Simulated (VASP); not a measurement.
# Ru (P6/mmm) in VASP: further runs

Ru is run at these levels: PBE; tasks: single point.

Program: VASP 6.6.1. These are calculated values, not measurements. Logs are shortened: lines on timing, memory, paths and dates and some standing lists are left out, and cuts for length are marked.

## (1) The cell of the first run

The structure is hexagonal, space group P6/mmm (No. 191). The conventional cell has a = 4.152 Å, b = 4.152 Å, c = 2.608 Å, α = 90.00°, β = 90.00°, γ = 120.00°. Within 3.4 Å of Ru (site symmetry 6/mmm) lie 14 Ru at 2.61 to 2.73 Å. Ru (site symmetry -6m2) has 11 Ru at 2.40 to 2.73 Å within 3.2 Å.

This isn't the form of Ru at room conditions, which is hcp.

## (2) Single point, PBE, collinear spin, ferromagnetic start (12.98 Å³/atom)

File INCAR:

```
SYSTEM = Ru
PREC = Accurate ; ENCUT = 520
EDIFF = 1E-6 ; ISMEAR = -1
SIGMA = 0.05 ; LREAL = .FALSE.
LASPH = .TRUE. ; NELM = 150
ALGO = Normal ; ISIF = 2
LWAVE = .FALSE. ; LCHARG = .TRUE.
ISPIN = 2 ; MAGMOM = 1 1 1
LORBIT = 11 ; LMAXMIX = 4
GGA = PE ; LELF = .TRUE.
LVHAR = .TRUE. ; NBANDS = 32
```

File KPOINTS:

```
Automatic mesh
0
G
  10 10 13
  0 0 0
```

File POSCAR:

```
Ru
1.0
    4.1517654552      0.0000000000      0.0000000000
   -2.0758827276      3.5955343547      0.0000000000
    0.0000000000      0.0000000000      2.6084623404
Ru
3
Direct
    1.0000000000      1.0000000000      0.0000000000
    0.3333333333      0.6666666667      0.5000000000
    0.6666666667      0.3333333333      0.5000000000
```

Potentials or basis: VASP PAW PBE potentials, release 64 (Ru_pv).

On the command line:

```
> cat potpaw_PBE.64/Ru_pv/POTCAR > POTCAR
> mpirun -np 1 vasp_std > vasp.out
```

OUTCAR:

```text
SYSTEM = Ru
   PREC = Accurate
   ENCUT = 520
   EDIFF = 1E-6
   ISMEAR = -1
   LREAL = .FALSE.
   LASPH = .TRUE.
   NELM = 150
   ISIF = 2
   ISPIN = 2
   LORBIT = 11
   GGA = PE

 ion  position               nearest neighbor table
   1  0.000  0.000  0.000-   2 2.73   3 2.73   2 2.73   3 2.73   2 2.73   2 2.73   3 2.73   3 2.73
                             3 2.73   3 2.73   2 2.73   2 2.73
   2  0.333  0.667  0.500-   3 2.40   3 2.40   3 2.40   1 2.73   1 2.73   1 2.73   1 2.73   1 2.73
                             1 2.73
   3  0.667  0.333  0.500-   2 2.40   2 2.40   2 2.40   1 2.73   1 2.73   1 2.73   1 2.73   1 2.73
                             1 2.73

  LATTYP: Found a hexagonal cell.
 ALAT       =     4.1517654552
 C/A-ratio  =     0.6282778660

  Lattice vectors:

 A1 = (   4.1517654552,   0.0000000000,   0.0000000000)
 A2 = (  -2.0758827276,   3.5955343547,   0.0000000000)
 A3 = (   0.0000000000,   0.0000000000,   2.6084623404)

Analysis of symmetry for initial positions (statically):
=====================================================================
 Subroutine PRICEL returns:
 Original cell was already a primitive cell.

 Routine SETGRP: Setting up the symmetry group for a
 hexagonal supercell.

 Subroutine GETGRP returns: Found 24 space group operations
 (whereof 24 operations were pure point group operations)
 out of a pool of 24 trial point group operations.

The static configuration has the point symmetry D_6h.

Analysis of symmetry for dynamics (positions and initial velocities):
=====================================================================
 Subroutine PRICEL returns:
 Original cell was already a primitive cell.

 Routine SETGRP: Setting up the symmetry group for a
 hexagonal supercell.

 Subroutine GETGRP returns: Found 24 space group operations
 (whereof 24 operations were pure point group operations)
 out of a pool of 24 trial point group operations.

The dynamic configuration has the point symmetry D_6h.

Analysis of structural, dynamic, and magnetic symmetry:
=====================================================================
 Subroutine PRICEL returns:
 Original cell was already a primitive cell.

 Routine SETGRP: Setting up the symmetry group for a
 hexagonal supercell.

 Subroutine GETGRP returns: Found 24 space group operations
 (whereof 24 operations were pure point group operations)
 out of a pool of 24 trial point group operations.

The overall configuration has the point symmetry D_6h.

 Subroutine INISYM returns: Found 24 space group operations
 (whereof 24 operations are pure point group operations),
 and found     1 'primitive' translations

----------------------------------------------------------------------------------------

                                     Primitive cell

  volume of cell :      38.9386

  direct lattice vectors                    reciprocal lattice vectors
     4.151765455  0.000000000  0.000000000     0.240861390  0.139061389  0.000000000
    -2.075882728  3.595534355  0.000000000     0.000000000  0.278122777  0.000000000
     0.000000000  0.000000000  2.608462340     0.000000000  0.000000000  0.383367620

  length of vectors
     4.151765455  4.151765455  2.608462340     0.278122777  0.278122777  0.383367620

  position of ions in fractional coordinates (direct lattice)
     0.000000000  0.000000000  0.000000000
     0.333333333  0.666666667  0.500000000
     0.666666667  0.333333333  0.500000000

  ion indices of the primitive-cell ions
   primitive index   ion index
                 1           1
                 2           2
                 3           3

----------------------------------------------------------------------------------------

 KPOINTS: Automatic mesh

Automatic generation of k-mesh.
 Grid dimensions read from file:
 generate k-points for:   10   10   13

 Generating k-lattice:

  Cartesian coordinates                     Fractional coordinates (reciprocal lattice)
     0.024086139  0.013906139  0.000000000     0.100000000  0.000000000  0.000000000
     0.000000000  0.027812278  0.000000000     0.000000000  0.100000000  0.000000000
     0.000000000  0.000000000  0.029489817     0.000000000  0.000000000  0.076923077

  Length of vectors
     0.027812278  0.027812278  0.029489817

  Shift w.r.t. Gamma in fractional coordinates (k-lattice)
     0.000000000  0.000000000  0.000000000

 Subroutine IBZKPT returns following result:
 ===========================================

 Found     98 irreducible k-points:

 Following reciprocal coordinates:
            Coordinates               Weight
  0.000000  0.000000  0.000000      1.000000
  0.100000 -0.000000  0.000000      6.000000
  0.200000 -0.000000  0.000000      6.000000
  0.300000  0.000000  0.000000      6.000000
  0.400000  0.000000  0.000000      6.000000
  0.500000 -0.000000  0.000000      3.000000
[... 16 lines left out ...]
  0.300000  0.100000  0.076923     24.000000
  0.400000  0.100000  0.076923     24.000000
 [... further k-points ...]
   k-points           NKPTS =     98   k-points in BZ     NKDIM =     98   number of bands    NBANDS=     32
   number of dos      NEDOS =    301   number of ions     NIONS =      3
   total plane-waves  NPLWV =  20480
   dimension x,y,z NGX =    32 NGY =   32 NGZ =   20
   dimension x,y,z NGXF=    64 NGYF=   64 NGZF=   40
   ions per type =               3
   NGX,Y,Z   is equivalent  to a cutoff of  12.81, 12.81, 12.75 a.u.
   NGXF,Y,Z  is equivalent  to a cutoff of  25.63, 25.63, 25.49 a.u.
 SYSTEM =  Ru
   PREC   = accura    normal or accurate (medium, high low for compatibility)
   ISTART =      0    job   : 0-new  1-cont  2-samecut
   ICHARG =      2    charge: 1-file 2-atom 10-const
   ISPIN  =      2    spin polarized calculation?
   LNONCOLLINEAR =      F non collinear calculations
   LSORBIT =      F    spin-orbit coupling
   LASPH  =      T    aspherical Exc in radial PAW
   ENCUT  =  520.0 eV  38.22 Ry    6.18 a.u.   7.72  7.72  4.85*2*pi/ulx,y,z
   NELM   =    150;   NELMIN=  2; NELMDL= -5     # of ELM steps
   EDIFF  = 0.1E-05   stopping-criterion for ELM
   LREAL  =      F    real-space projection
   EDIFFG = 0.1E-04   stopping-criterion for IOM
   NSW    =      0    number of steps for IOM
   IBRION =     -1    ionic relax: 0-MD 1-quasi-New 2-CG
   NFREE  =      0    steps in history (QN), initial steepest desc. (CG)
   ISIF   =      2    stress and relaxation
   ISYM   =      2    0-nonsym 1-usesym 2-fastsym
   POTIM  = 0.5000    time-step for ionic-motion
   TEBEG  =    0.0;   TEEND  =   0.0 temperature during run
   PSTRESS=    0.0 pullay stress
   NELECT =      42.0000    total number of electrons
   NUPDOWN=      -1.0000    fix difference up-down
   EMIN   =  10.00;   EMAX   =-10.00  energy-range for DOS
   EFERMI =   0.00;   METHOD = LEGACY
   ISMEAR =    -1;   SIGMA  =   0.05  broadening in eV -4-tet -1-fermi 0-gaus
   EFERMI_NEDOS =   21; number of points for ismear=-14 and -15
   IALGO  =     38    algorithm
   IMIX   =      4    mixing-type and parameters
     AMIX     =   0.40;   BMIX     =  1.00
     AMIX_MAG =   1.60;   BMIX_MAG =  1.00
  volume/ion in A,a.u.               =      12.98        87.59
  Fermi-wavevector in a.u.,A,eV,Ry     =   1.678924  3.172706 38.351900  2.818785
  Thomas-Fermi vector in A             =   2.762927
   LORBIT       =     11    0 simple, 1 ext, 2 COOP (PROOUT), +10 PAW based schemes
   GGA     = PE    functional components
   LHFCALC =     F    Hartree Fock is set to
   AEXX    =    0.0000 exact exchange contribution
   IVDW    =     0    specifies the selected vdW correction
   LEPSILON=     F    determine dielectric tensor
   LRPA    =     F    only Hartree local field effects (RPA)
 spin polarized calculation
  energy-cutoff  :      520.00
  volume of cell :       38.94
 maximum number of plane-waves:      1078
 NGX is ok and might be reduce to    32
   NGX = 15   NGY = 15   NGZ =  9

 number of electron      41.9999993 magnetization      -0.0000509

 number of electron      41.9999993 magnetization       0.0002311

 Free energy of the ion-electron system (eV)
  ---------------------------------------------------
  ext. energy  EPLUGINS =         0.00000000
  ---------------------------------------------------
  free energy    TOTEN  =       -26.64794228 eV

  energy without entropy =      -26.62488339  energy(sigma->0) =      -26.63641284

 E-fermi :  13.8888     XC(G=0): -14.3821

 val. band max:       13.8864693357   @ k =   0.1000  -0.0000   0.2308
 cond. band min:      13.8910276592   @ k =   0.3000   0.0000   0.0000
 fundamental gap:      0.0045583235
 Fermi energy:        13.8888378478

 spin component 1

 k-point     1 :       0.0000    0.0000    0.0000
  band No.  band energies     occupation
      1     -29.9793      1.00000
      2     -29.9793      1.00000
      3     -29.5199      1.00000
      4     -29.5199      1.00000
      5     -29.1457      1.00000
      6     -28.8128      1.00000
[... 24 lines left out ...]
     31      24.1340      0.00000
     32      24.1883      0.00000

 k-point     2 :       0.1000   -0.0000    0.0000
  band No.  band energies     occupation
      1     -30.0144      1.00000
      2     -29.9872      1.00000
      3     -29.4770      1.00000
      4     -29.4681      1.00000
      5     -29.1363      1.00000
      6     -28.8182      1.00000
[... 24 lines left out ...]
     31      24.4715      0.00000
     32      25.2757      0.00000
[... 733 lines left out ...]
     31      25.4535      0.00000
     32      28.0334      0.00000

 k-point    24 :       0.4000    0.1000    0.0769
  band No.  band energies     occupation
      1     -30.1881      1.00000
      2     -29.7788      1.00000
      3     -29.4538      1.00000
      4     -29.1562      1.00000
      5     -29.1068      1.00000
      6     -29.0076      1.00000
[... 24 lines left out ...]
     31      25.5698      0.00000
     32      28.6619      0.00000

 [... further k-points ...]

 spin component 2

 k-point     1 :       0.0000    0.0000    0.0000
  band No.  band energies     occupation
      1     -29.9791      1.00000
      2     -29.9791      1.00000
      3     -29.5199      1.00000
      4     -29.5199      1.00000
      5     -29.1456      1.00000
      6     -28.8129      1.00000
[... 24 lines left out ...]
     31      24.1344      0.00000
     32      24.1883      0.00000

 k-point     2 :       0.1000   -0.0000    0.0000
  band No.  band energies     occupation
      1     -30.0143      1.00000
      2     -29.9871      1.00000
      3     -29.4770      1.00000
      4     -29.4682      1.00000
      5     -29.1362      1.00000
      6     -28.8181      1.00000
[... 24 lines left out ...]
     31      24.4715      0.00000
     32      25.2758      0.00000
[... 733 lines left out ...]
     31      25.4535      0.00000
     32      28.0335      0.00000

 k-point    24 :       0.4000    0.1000    0.0769
  band No.  band energies     occupation
      1     -30.1880      1.00000
      2     -29.7786      1.00000
      3     -29.4538      1.00000
      4     -29.1563      1.00000
      5     -29.1067      1.00000
      6     -29.0075      1.00000
[... 24 lines left out ...]
     31      25.5698      0.00000
     32      28.6619      0.00000

 [... further k-points ...]
[... 5 lines left out ...]
  --------------------------------------------------------------------------------------
  -------------------------------------------------------------------------------------
  Total        7.5513147      7.5513147      6.8064264      0.0000000      0.0000000     -0.0000000
  in kB      310.7079241    310.7079241    280.0585975      0.0000000      0.0000000     -0.0000000
  external PRESSURE =     300.4914819 kB  Pullay stress =       0.0000000 kB

 VOLUME and BASIS-vectors are now :
 -----------------------------------------------------------------------------
  energy-cutoff  :      520.00
  volume of cell :       38.94
      direct lattice vectors                 reciprocal lattice vectors
     4.151765455  0.000000000  0.000000000     0.240861390  0.139061389  0.000000000
    -2.075882728  3.595534355  0.000000000     0.000000000  0.278122777  0.000000000
     0.000000000  0.000000000  2.608462340     0.000000000  0.000000000  0.383367620

 POSITION                                       TOTAL-FORCE (eV/Angst)
 -----------------------------------------------------------------------------------
      0.00000      0.00000      0.00000        -0.000000      0.000000      0.000000
     -0.00000      2.39702      1.30423         0.000000      0.000000      0.000000
      2.07588      1.19851      1.30423        -0.000000     -0.000000     -0.000000
 -----------------------------------------------------------------------------------
    total drift:                               -0.000000      0.000000      0.000000

  FREE ENERGIE OF THE ION-ELECTRON SYSTEM (eV)
  ---------------------------------------------------
  free  energy   TOTEN  =       -26.6479422841 eV

  energy  without entropy=      -26.6248833872  energy(sigma->0) =      -26.63641284

 total charge

# of ion       s       p       d       tot
------------------------------------------
    1        0.401   6.320   5.987  12.709
    2        0.443   6.352   6.071  12.866
    3        0.443   6.352   6.071  12.866
--------------------------------------------------
tot          1.288  19.024  18.129  38.441

 magnetization (x)

# of ion       s       p       d       tot
------------------------------------------
    1       -0.000  -0.000  -0.000  -0.000
    2        0.000   0.000   0.000   0.000
    3        0.000   0.000   0.000   0.000
--------------------------------------------------
tot          0.000   0.000   0.000   0.000
```

Run time: 3.4 min. Hardware: 1 thread of AMD EPYC 7R13 (Zen 3), shared host; peak memory 0.25 GiB.

What came out:

```yaml
Free_energy: -26.6479 eV
Pressure: 30.0 GPa
Band_gap_on_the_k_mesh: zero (filled and empty bands overlap)
Net_moment: 0.00 μB per cell
Valence_electrons_inside_the_program's_atomic_spheres: Ru 12.71, 12.87 (each value once)
```

Stress tensor (GPa, compression positive):
```
31.07  0.00  0.00
 0.00 31.07  0.00
 0.00  0.00 28.01
```

Levels at points of the mesh, in eV from the Fermi level:
Spin up:
```tsv
k point	band 18	band 19	band 20	band 21	band 22	band 23	band 24	band 25
(0.00, 0.00, 0.00)	-2.36	-2.36	-1.60	-1.60	-1.50	-1.50	1.88	1.88
(0.50, 0.00, 0.00)	-2.73	-1.31	-1.24	0.45	0.88	0.90	0.94	1.42
```
Spin down:
```csv
k point,band 17,band 18,band 19,band 20,band 21,band 22,band 23,band 24,band 25,band 26
"(0.00, 0.00, 0.00)",-3.09,-2.36,-2.36,-1.60,-1.60,-1.50,-1.50,1.88,1.88,9.94
"(0.50, 0.00, 0.00)",-2.88,-2.73,-1.31,-1.24,0.45,0.89,0.90,0.94,1.42,1.42
```

Caveat: the cell stands under pressure; an empty level that is flat over the whole mesh can mark a ghost state of the potentials, or a narrow d or f band.

## (3) Single point, PBE, collinear spin, ferromagnetic start (13.54 Å³/atom)

This run uses another cell than the first one, of 13.54 Å³/atom.

File INCAR:

```
SYSTEM = Ru
PREC = Accurate
ENCUT = 520
EDIFF = 1E-7
ISMEAR = -1
SIGMA = 0.05
LREAL = .False.
LASPH = .True.
NELM = 150
ALGO = Normal
ISIF = 2
LWAVE = .False.
LCHARG = .False.
ISPIN = 2
MAGMOM = 1 1 1
LORBIT = 11
LMAXMIX = 4
GGA = PE
NBANDS = 32
```

File KPOINTS:

```
Automatic mesh
0
Gamma
  10 10 13
  0 0 0
```

File POSCAR:

```
Ru
1.0
    4.2110844045      0.0000000000      0.0000000000
   -2.1055422022      3.6469060718      0.0000000000
    0.0000000000      0.0000000000      2.6457311233
Ru
3
Direct
    1.0000000000      1.0000000000      0.0000000000
    0.3333333333      0.6666666667      0.5000000000
    0.6666666667      0.3333333333      0.5000000000
```

Potentials or basis: VASP PAW PBE potentials, release 64 (Ru_pv).

On the command line:

```
> cat potpaw_PBE.64/Ru_pv/POTCAR > POTCAR
> mpirun -np 1 vasp_std > vasp.out
```

Wall time 3.7 min (1 thread of AMD EPYC 7R13 (Zen 3), shared host); peak memory 0.26 GiB.

The run converged. Its results:

| Quantity | Value |
| --- | --- |
| Free energy | -26.8748 eV |
| Pressure | 13.3 GPa |
| Band gap on the k mesh | zero (filled and empty bands overlap) |
| Net moment | 0.00 μB per cell |
| Valence electrons inside the program's atomic spheres | Ru 12.62, 12.77 (each value once) |

Stress tensor (GPa, compression positive):
```
13.62  0.00  0.00
 0.00 13.62  0.00
 0.00  0.00 12.56
```

Levels at points of the mesh, in eV from the Fermi level:
Spin up:
| k point | band 17 | band 18 | band 19 | band 20 | band 21 | band 22 | band 23 | band 24 | band 25 | band 26 |
| --- | --- | --- | --- | --- | --- | --- | --- | --- | --- | --- |
| (0.00, 0.00, 0.00) | -2.90 | -2.22 | -2.22 | -1.49 | -1.49 | -1.39 | -1.39 | 1.75 | 1.75 | 9.57 |
| (0.50, 0.00, 0.00) | -2.69 | -2.58 | -1.22 | -1.15 | 0.41 | 0.82 | 0.85 | 0.88 | 1.34 | 1.37 |
Spin down:
| k point | band 17 | band 18 | band 19 | band 20 | band 21 | band 22 | band 23 | band 24 | band 25 | band 26 |
| --- | --- | --- | --- | --- | --- | --- | --- | --- | --- | --- |
| (0.00, 0.00, 0.00) | -2.90 | -2.22 | -2.22 | -1.49 | -1.49 | -1.39 | -1.39 | 1.75 | 1.75 | 9.57 |
| (0.50, 0.00, 0.00) | -2.69 | -2.58 | -1.22 | -1.15 | 0.41 | 0.82 | 0.85 | 0.88 | 1.34 | 1.37 |

Caveat: the cell stands under pressure.
